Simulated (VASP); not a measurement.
Here is a VASP 6.6.1 calculation.

File INCAR:

```
PREC = Accurate ; ENCUT = 520
EDIFF = 1E-7 ; ISMEAR = 0
SIGMA = 0.05 ; LREAL = False
LASPH = True ; NELM = 60
ALGO = Normal ; ISIF = 2
LWAVE = False ; LCHARG = False
GGA = PE ; NBANDS = 26
```

Contents of KPOINTS:

```
regular mesh
0
Gamma
  6 6 6
```

The input POSCAR:

```
C
1.0
    3.5714750638      0.0000000000      0.0000000000
    0.0000000000     -3.5714750638      0.0000000000
    0.0000000000      0.0000000000     -3.5714750638
C
8
Direct
    0.5323311942     -0.0323311942     -0.0323311942
    0.0000000000      0.5000000000      0.0000000000
    0.0000000000      0.0000000000      0.5000000000
    0.5000000000      0.5000000000      0.5000000000
    0.7500000000      0.7500000000      0.7500000000
    0.2500000000      0.2500000000      0.7500000000
    0.2500000000      0.7500000000      0.2500000000
    0.7500000000      0.2500000000      0.2500000000
```

Potentials or basis: VASP PAW PBE potentials, release 64 (C).

Command:

```sh
$ cat potpaw_PBE.64/C/POTCAR > POTCAR
$ mpirun -np 1 vasp_std > vasp.out
```

(1) Predict the pressure.

(2) Predict the largest force.

(3) What does it give for the band gap on the k mesh?

## Answers

(1) 6.0 GPa.

(2) 11.656 eV/Å.

(3) 3.36 eV, indirect (least direct gap 3.37 eV).

Caveat: the cell differs from its parent crystal (atom 1 (C) moved +0.200 Å towards its neighbour atom 5 (C) at 1.546 Å); forces of over 1 eV/Å act on the atoms, so gaps and moduli don't describe the material at rest.
